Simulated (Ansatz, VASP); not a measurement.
# Si4IrPt in VASP and in Ansatz

Contents of INCAR:

```
  PREC = Accurate
  ENCUT = 600
  EDIFF = 1E-6
  ISMEAR = 0
  SIGMA = 0.1
  LREAL = F
  LASPH = T
  NELM = 80
  ALGO = Normal
  ISIF = 3
  LWAVE = F
  LCHARG = F
  GGA = PE
  IBRION = 2
  NSW = 90
  EDIFFG = -0.04
```

KPOINTS

```
Automatic mesh
0
Gamma
  6 6 2
```

File POSCAR:

```
Si4IrPt
1.0
    3.3389410611     -2.0251058549      0.0000000000
    3.3389410611      2.0251058549      0.0000000000
   -2.3366731096      0.0000000000     14.5536560794
Si Ir Pt
8 2 2
Direct
    0.9776347529      0.0260172376      0.3501722587
    0.0260172376      0.9776347529      0.8501722587
    0.6717162944      0.6718228051      0.4040525394
    0.6718228051      0.6717162944      0.9040525394
    0.4149506663      0.8823834465      0.0712988264
    0.8823834465      0.4149506663      0.5712988264
    0.7780032330      0.2557705975      0.1742939697
    0.2557705975      0.7780032330      0.6742939697
    0.7493797155      0.1911483851      0.0089121272
    0.1911483851      0.7493797155      0.5089121272
    0.4609410192      0.9338390541      0.2410313437
    0.9338390541      0.4609410192      0.7410313437
```

Input for Ansatz:

```yaml
crystal:
  lattice:
    - [3.3389410611, -2.0251058549, 0.0]
    - [3.3389410611, 2.0251058549, 0.0]
    - [-2.3366731096, 0.0, 14.5536560794]
  atoms:
    - { symbol: Si, position: [0.9776347529, 0.0260172376, 0.3501722587] }
    - { symbol: Si, position: [0.0260172376, 0.9776347529, 0.8501722587] }
    - { symbol: Si, position: [0.6717162944, 0.6718228051, 0.4040525394] }
    - { symbol: Si, position: [0.6718228051, 0.6717162944, 0.9040525394] }
    - { symbol: Si, position: [0.4149506663, 0.8823834465, 0.0712988264] }
    - { symbol: Si, position: [0.8823834465, 0.4149506663, 0.5712988264] }
    - { symbol: Si, position: [0.778003233, 0.2557705975, 0.1742939697] }
    - { symbol: Si, position: [0.2557705975, 0.778003233, 0.6742939697] }
    - { symbol: Ir, position: [0.7493797155, 0.1911483851, 0.0089121272] }
    - { symbol: Ir, position: [0.1911483851, 0.7493797155, 0.5089121272] }
    - { symbol: Pt, position: [0.4609410192, 0.9338390541, 0.2410313437] }
    - { symbol: Pt, position: [0.9338390541, 0.4609410192, 0.7410313437] }
basis:
  ecutwfc: 420
kpoints:
  mp_grid: { grid: [6, 6, 2] }
hamiltonian:
  xc: pbe
scf:
  occupations: { method: gaussian, width: 0.1 }
  lower_state_search: "off"
output:
  forces: true
  stress: true
  eigenvalues: true
relax:
  adjacent_minimum: "off"
  f_tol: 0.04
  max_steps: 70
  cell: { stress_tol: 0.4 }
```

Change from the starting cell: the structure that the rattled cell fell into.

Alike in both runs: task relaxation of cell and atoms; functional PBE; k mesh 6 × 6 × 2; occupations gaussian, width 0.1 eV; no spin polarisation.

```csv
,VASP,Ansatz
version,VASP 6.6.1,Ansatz 0.2.0
potentials or method,"VASP PAW PBE potentials, release 64 (Si, Ir, Pt), cutoff 600 eV","scalar-relativistic, plane waves, PAW"
valence electrons in the cell,70,102
```

|  | VASP | Ansatz | Ansatz less VASP |
| --- | --- | --- | --- |
| gap on the k mesh at the Fermi level, each at its own relaxed structure (eV) | none | none | - |
| relaxed volume (Å³/atom) | 16.43 | 16.43 | +0.004 |
| relaxed cell length with the largest relative difference (Å) | 3.916 | 3.916 | -0.0005 |

A gap of «none» marks a metal or a gap that the smearing closes. VASP's potentials hold 70 valence electrons a cell and Ansatz's 102, so a difference there can come from the potentials and not from the codes.

Neither program's run includes spin-orbit coupling.
